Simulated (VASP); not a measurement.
A run of VASP 6.6.1 is set up as follows.

File POSCAR:

```
HfO2
1.0
    4.8382036345      0.0000000000      0.0000000000
    0.0000000000      4.8382036345      0.0000000000
    0.0000000000      0.0000000000      3.2203479159
Hf O
2 4
Direct
    0.0000000000      0.0000000000     -0.0014664304
    0.5000000000      0.5000000000      0.5014664304
    0.1949191830      0.8050808170      0.5232894091
    0.3050808170      0.3050808170     -0.0232894091
    0.6949191830      0.6949191830     -0.0232894091
    0.8050808170      0.1949191830      0.5232894091
```

The input INCAR.step1:

```
SYSTEM = HfO2
PREC     = Accurate       ! precision mode
ENCUT    = 520            ! plane-wave cutoff, eV
ISMEAR   = 0              ! smearing method
SIGMA    = 0.05           ! smearing width, eV
LREAL    = .False.        ! projectors in reciprocal space
LASPH    = .True.         ! aspherical terms in the spheres
NELM     = 100            ! most SCF steps
NBANDS   = 31             ! bands
GGA      = PE             ! functional
ALGO     = Normal         ! electronic algorithm
EDIFF    = 1E-4           ! SCF threshold, eV
LWAVE    = .True.         ! write WAVECAR
LCHARG   = .False.        ! write CHGCAR
```

File INCAR.step2:

```
SYSTEM = HfO2
PREC     = Accurate       ! precision mode
ENCUT    = 520            ! plane-wave cutoff, eV
EDIFF    = 1E-6           ! SCF threshold, eV
ISMEAR   = 0              ! smearing method
SIGMA    = 0.05           ! smearing width, eV
LREAL    = .False.        ! projectors in reciprocal space
LASPH    = .True.         ! aspherical terms in the spheres
NELM     = 100            ! most SCF steps
ALGO     = Normal         ! electronic algorithm
ISIF     = 2              ! what is computed and relaxed
LWAVE    = .False.        ! write WAVECAR
LCHARG   = .True.         ! write CHGCAR
METAGGA  = R2SCAN         ! meta-GGA
LMIXTAU  = .True.       
LELF     = .True.         ! ELF
LVHAR    = .True.       
NBANDS   = 31             ! bands
ISTART   = 1
```

Contents of KPOINTS:

```
regular mesh
0
Gamma
  6 6 8
  0 0 0
```

Potentials or basis: VASP PAW PBE potentials, release 64 (Hf_pv, O).

The run is started by

```sh
$ cat potpaw_PBE.64/Hf_pv/POTCAR potpaw_PBE.64/O/POTCAR > POTCAR
$ cp INCAR.step1 INCAR
$ mpirun -np 1 vasp_std > vasp.out
$ cp INCAR.step2 INCAR
$ mpirun -np 1 vasp_std > vasp.out
```

(1) Estimate the pressure.

(2) What does it give for the band gap on the k mesh?

(3) What does it give for the largest force?

## Answers

(1) -2.2 GPa.

(2) 4.57 eV, direct.

(3) 0.779 eV/Å.

Caveat: the cell differs from its parent crystal (mode 12 (420.9 1/cm) frozen in, largest displacement +0.075 Å); the PAW data sets were made with another functional, which shifts forces and pressure a little; spin-orbit coupling is left out, which moves the levels of the heavy elements.
